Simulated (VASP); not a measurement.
# TeW (F-43m) in VASP: notebook, part 2 of 2

VASP 6.6.1.

## 3. Single point, PBE, collinear spin

This run uses another cell than the first one, of the same volume but with other edges.

Input file INCAR:

```
SYSTEM = TeW
ALGO     = Normal         ! electronic algorithm
EDIFF    = 1E-6           ! SCF threshold, eV
ENCUT    = 520            ! plane-wave cutoff, eV
GGA      = PE             ! functional
ISIF     = 2              ! what is computed and relaxed
ISMEAR   = 0              ! smearing method
ISPIN    = 2              ! spin polarisation
LASPH    = .True.         ! aspherical terms in the spheres
LCHARG   = .False.        ! write CHGCAR
LMAXMIX  = 4              ! l up to which the mixer works
LORBIT   = 11             ! projections on sites
LREAL    = .False.        ! projectors in reciprocal space
LWAVE    = .False.        ! write WAVECAR
MAGMOM   = 1 -1 0 0       ! initial moments
NBANDS   = 32             ! bands
NELM     = 150            ! most SCF steps
PREC     = Accurate       ! precision mode
SIGMA    = 0.1            ! smearing width, eV
```

Input file KPOINTS:

```
k-points
0
Gamma
  12 12 6
  0 0 0
```

Input file POSCAR:

```
TeW
1.0
    0.0000000000      3.0618296945      3.0618296945
    6.1236593890      3.0618296945      3.0618296945
    6.1236593890      6.1236593890      0.0000000000
W Te
2 2
Direct
    0.0000000000      1.0000000000      1.0000000000
    0.0000000000      1.0000000000      0.5000000000
    0.2500000000      0.2500000000      0.0000000000
    0.2500000000      0.2500000000      0.5000000000
```

Potentials or basis: VASP PAW PBE potentials, release 64 (W_sv, Te).

Started as:

```bash
$ cat potpaw_PBE.64/W_sv/POTCAR potpaw_PBE.64/Te/POTCAR > POTCAR
$ mpirun -np 1 vasp_std > vasp.out
```

It took 27 min on 1 thread of Oxide Virtual Turin-like, shared host; peak memory 0.75 GiB.

Results (log left out):

- Free energy: -26.3584 eV
- Pressure: 0.2 GPa
- Band gap on the k mesh: zero (filled and empty bands overlap)
- Net moment: 0.00 μB per cell
- Site moments: W +1.08, -1.08; Te +0.00 μB
- Valence electrons inside the program's atomic spheres: W 11.96; Te 3.51

Levels at points of the mesh, in eV from the Fermi level:
Spin up:
```
           k point  band 17  band 18  band 19  band 20  band 21  band 22  band 23  band 24
(0.00, 0.00, 0.00)    -1.28    -0.86    -0.76    -0.11     0.56     0.63     0.63     1.39
(0.50, 0.00, 0.00)    -0.60    -0.57    -0.35    -0.23     0.27     0.29     1.97     2.05
(0.50, 0.50, 0.00)    -1.31    -1.31    -0.82    -0.74     0.18     0.33     0.55     0.66
(0.00, 0.00, 0.50)    -0.97    -0.67    -0.35    -0.29     0.04     0.57     1.49     1.55
(0.50, 0.00, 0.50)    -1.40    -1.40    -0.59    -0.52    -0.52     0.52     0.93     0.93
(0.00, 0.50, 0.50)    -1.36    -0.83    -0.71     0.48     1.92     1.97     2.06     2.06
```
Spin down:
```
           k point  band 16  band 17  band 18  band 19  band 20  band 21  band 22  band 23  band 24  band 25
(0.00, 0.00, 0.00)    -3.30    -1.28    -0.86    -0.76    -0.11     0.56     0.63     0.63     1.39     4.40
(0.50, 0.00, 0.00)    -3.72    -0.60    -0.57    -0.35    -0.23     0.27     0.29     1.97     2.05     2.22
(0.50, 0.50, 0.00)    -3.23    -1.31    -1.31    -0.82    -0.74     0.18     0.33     0.55     0.66     0.66
(0.00, 0.00, 0.50)    -3.68    -0.97    -0.67    -0.35    -0.29     0.04     0.57     1.49     1.55     2.84
(0.50, 0.00, 0.50)    -3.33    -1.40    -1.40    -0.59    -0.52    -0.52     0.52     0.93     0.93     1.67
(0.00, 0.50, 0.50)    -3.70    -1.36    -0.83    -0.71     0.48     1.92     1.97     2.06     2.06     2.39
```

Caveat: spin-orbit coupling is left out, which moves the levels of the heavy elements.

## 4. Single point, PBE, collinear spin

This run uses another cell than the first one, of 29.85 Å³/atom.

Input file INCAR:

```
SYSTEM = TeW
PREC = Accurate
ENCUT = 520
EDIFF = 1E-7
ISMEAR = 0
SIGMA = 0.1
LREAL = .False.
LASPH = .True.
NELM = 150
ALGO = Normal
ISIF = 2
LWAVE = .False.
LCHARG = .True.
ISPIN = 2
MAGMOM = 1 -1 0 0
LORBIT = 11
LMAXMIX = 4
GGA = PE
LELF = .True.
LVHAR = .True.
NBANDS = 32
```

Input file KPOINTS:

```
regular mesh
0
Gamma
  12 12 6
  0 0 0
```

Input file POSCAR:

```
TeW
1.0
    0.0000000000      3.1021215479      3.1021215479
    6.2042430958      3.1021215479      3.1021215479
    6.2042430958      6.2042430958      0.0000000000
W Te
2 2
Direct
    0.0000000000      1.0000000000      1.0000000000
    0.0000000000      1.0000000000      0.5000000000
    0.2500000000      0.2500000000      0.0000000000
    0.2500000000      0.2500000000      0.5000000000
```

Potentials or basis: VASP PAW PBE potentials, release 64 (W_sv, Te).

Started as:

```bash
$ cat potpaw_PBE.64/W_sv/POTCAR potpaw_PBE.64/Te/POTCAR > POTCAR
$ mpirun -np 1 vasp_std > vasp.out
```

OUTCAR:

```text
SYSTEM = TeW
   PREC = Accurate
   ENCUT = 520
   EDIFF = 1E-7
   ISMEAR = 0
   LREAL = .False.
   LASPH = .True.
   NELM = 150
   ISIF = 2
   ISPIN = 2
   LORBIT = 11
   GGA = PE

 ion  position               nearest neighbor table
   1  0.000  0.000  0.000-   3 2.69   4 2.69   4 2.69   3 2.69
   2  0.000  0.000  0.500-   4 2.69   3 2.69   3 2.69   4 2.69
   3  0.250  0.250  0.000-   1 2.69   2 2.69   1 2.69   2 2.69
   4  0.250  0.250  0.500-   2 2.69   1 2.69   1 2.69   2 2.69

  LATTYP: Found a simple tetragonal cell.
 ALAT       =     4.3870623652
 C/A-ratio  =     1.4142135624

  Lattice vectors:

 A1 = (   0.0000000000,  -3.1021215479,   3.1021215479)
[... 1935 lines left out ...]
     6.204243096  3.102121548  3.102121548     0.161180016 -0.161180016  0.161180016
     6.204243096  6.204243096  0.000000000     0.000000000  0.161180016 -0.161180016

 POSITION                                       TOTAL-FORCE (eV/Angst)
 -----------------------------------------------------------------------------------
      0.00000      0.00000      0.00000         0.000000      0.000000      0.000000
      3.10212      3.10212      0.00000         0.000000      0.000000      0.000000
      1.55106      1.55106      1.55106        -0.000000     -0.000000     -0.000000
      4.65318      4.65318      1.55106        -0.000000     -0.000000     -0.000000
 -----------------------------------------------------------------------------------
    total drift:                               -0.000001     -0.000004     -0.000003

  FREE ENERGIE OF THE ION-ELECTRON SYSTEM (eV)
  ---------------------------------------------------
  free  energy   TOTEN  =       -26.3202235673 eV

  energy  without entropy=      -26.2961581283  energy(sigma->0) =      -26.30819085

 total charge

# of ion       s       p       d       tot
------------------------------------------
    1        2.320   6.120   3.463  11.903
    2        2.320   6.120   3.463  11.903
    3        1.321   2.034   0.123   3.478
    4        1.321   2.034   0.123   3.478
--------------------------------------------------
tot          7.282  16.307   7.173  30.762

 magnetization (x)

# of ion       s       p       d       tot
------------------------------------------
    1        0.019   0.013   1.172   1.204
    2       -0.019  -0.013  -1.172  -1.204
    3        0.000   0.000   0.000   0.000
    4        0.000   0.000   0.000   0.000
--------------------------------------------------
tot          0.000   0.000   0.000   0.000
```

Run time: 51 min. Hardware: 1 thread of Oxide Virtual Turin-like, shared host; peak memory 0.84 GiB.

Results:

```yaml
Free_energy: -26.3202 eV
Pressure: -2.8 GPa
Band_gap_on_the_k_mesh: zero (filled and empty bands overlap)
Net_moment: 0.00 μB per cell
Site_moments: W +1.20, -1.20; Te +0.00 μB
Valence_electrons_inside_the_program's_atomic_spheres: W 11.90; Te 3.48
```

Stress tensor (GPa, compression positive):
```
-2.88  0.00  0.00
 0.00 -2.77  0.00
 0.00  0.00 -2.77
```

Levels at points of the mesh, in eV from the Fermi level:
Spin up:
```tsv
k point	band 18	band 19	band 20	band 21	band 22	band 23
(0.00, 0.00, 0.00)	-0.94	-0.81	-0.08	0.57	0.57	0.59
(0.50, 0.00, 0.00)	-0.62	-0.39	-0.24	0.28	0.33	1.81
(0.50, 0.50, 0.00)	-1.25	-0.87	-0.80	0.16	0.25	0.57
(0.00, 0.00, 0.50)	-0.72	-0.32	-0.31	-0.02	0.58	1.38
(0.50, 0.00, 0.50)	-1.34	-0.62	-0.60	-0.54	0.54	0.87
(0.00, 0.50, 0.50)	-0.77	-0.76	0.52	1.74	1.80	1.88
```
Spin down:
| k point | band 17 | band 18 | band 19 | band 20 | band 21 | band 22 | band 23 | band 24 |
| --- | --- | --- | --- | --- | --- | --- | --- | --- |
| (0.00, 0.00, 0.00) | -1.21 | -0.94 | -0.81 | -0.08 | 0.57 | 0.57 | 0.59 | 1.18 |
| (0.50, 0.00, 0.00) | -0.67 | -0.62 | -0.39 | -0.24 | 0.28 | 0.33 | 1.81 | 1.91 |
| (0.50, 0.50, 0.00) | -1.25 | -1.25 | -0.87 | -0.80 | 0.16 | 0.25 | 0.57 | 0.62 |
| (0.00, 0.00, 0.50) | -0.97 | -0.72 | -0.32 | -0.31 | -0.02 | 0.58 | 1.38 | 1.45 |
| (0.50, 0.00, 0.50) | -1.34 | -1.34 | -0.62 | -0.60 | -0.54 | 0.54 | 0.87 | 0.87 |
| (0.00, 0.50, 0.50) | -1.36 | -0.77 | -0.76 | 0.52 | 1.74 | 1.80 | 1.88 | 1.88 |

Caveat: spin-orbit coupling is left out, which moves the levels of the heavy elements.

## 5. The runs side by side

| cell | gap on the mesh (eV) | pressure (GPa) | moment (μB) |
| --- | --- | --- | --- |
| a = 4.330, b = 4.330, c = 8.660 Å, angles 60.0°, 4 atoms, atomic positions A | none | 0.3 | 0.00 |
| a = 4.330, b = 7.500, c = 8.660 Å, angles 30.0, 60.0, 54.7°, 4 atoms, atomic positions A | none | 0.2 | 0.00 |
| a = 4.387, b = 7.599, c = 8.774 Å, angles 30.0, 60.0, 54.7°, 4 atoms, atomic positions B | none | -2.8 | 0.00 |

Alike in all rows: task single point; level PBE; potentials or basis VASP PAW PBE potentials, release 64 (W_sv, Te); spin collinear; k mesh 12 × 12 × 6; cutoff (eV) 520; smearing gaussian 0.1 eV.

Caveats: spin-orbit coupling is left out, which moves the levels of the heavy elements.

Absolute energies hang on the potentials; compare differences alone.
